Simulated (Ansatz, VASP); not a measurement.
# One calculation of GaP, two programs

File INCAR:

```
ALGO = Normal
EDIFF = 1E-6
ENCUT = 500
GGA_COMPAT = False
ISIF = 2
ISMEAR = 0
LASPH = True
LCHARG = True
LELF = True
LREAL = False
LVHAR = True
LWAVE = False
NBANDS = 16
NELM = 120
PREC = Accurate
SIGMA = 0.05
```

File KPOINTS:

```
k-points
0
Gamma
  6 6 6
```

The input POSCAR:

```
GaP
1.0
    0.0000000000      2.7175874299      2.7175874299
    2.7175874299      0.0000000000      2.7175874299
    2.7175874299      2.7175874299      0.0000000000
Ga P
1 1
Direct
    0.0000000000      0.0000000000      0.0000000000
    0.2500000000      0.2500000000      0.2500000000
```

Input for Ansatz:

```yaml
crystal:
  lattice:
    - [0.0, 2.7175874299, 2.7175874299]
    - [2.7175874299, 0.0, 2.7175874299]
    - [2.7175874299, 2.7175874299, 0.0]
  atoms:
    - { symbol: Ga, position: [0.0, 0.0, 0.0] }
    - { symbol: P, position: [0.25, 0.25, 0.25] }
basis:
  ecutwfc: 420
kpoints:
  mp_grid: { grid: [6, 6, 6] }
hamiltonian:
  xc: lda
scf:
  occupations: { method: gaussian, width: 0.05 }
output:
  forces: true
  stress: true
  eigenvalues: true
```

Alike in both runs: task single point; functional LDA; k mesh 6 × 6 × 6; occupations gaussian, width 0.05 eV; no spin polarisation.

|  | VASP | Ansatz |
| --- | --- | --- |
| version | VASP 6.6.1 | Ansatz 0.2.0 |
| potentials or method | VASP PAW LDA potentials, release 64 (Ga_d, P), cutoff 500 eV | scalar-relativistic, plane waves, PAW |
| valence electrons in the cell | 18 | 18 |

VASP gave:

```
gap on the k mesh at the Fermi level (eV) : 1.47
least direct gap on the mesh (eV)         : 1.70
pressure (GPa)                            : -2.0
```

Estimate Ansatz's values.

gap on the k mesh at the Fermi level (eV): 1.47; least direct gap on the mesh (eV): 1.68; pressure (GPa): -2.1.

LDA's correlation is that of Perdew and Zunger in VASP and of Perdew and Wang (1992) in Ansatz.
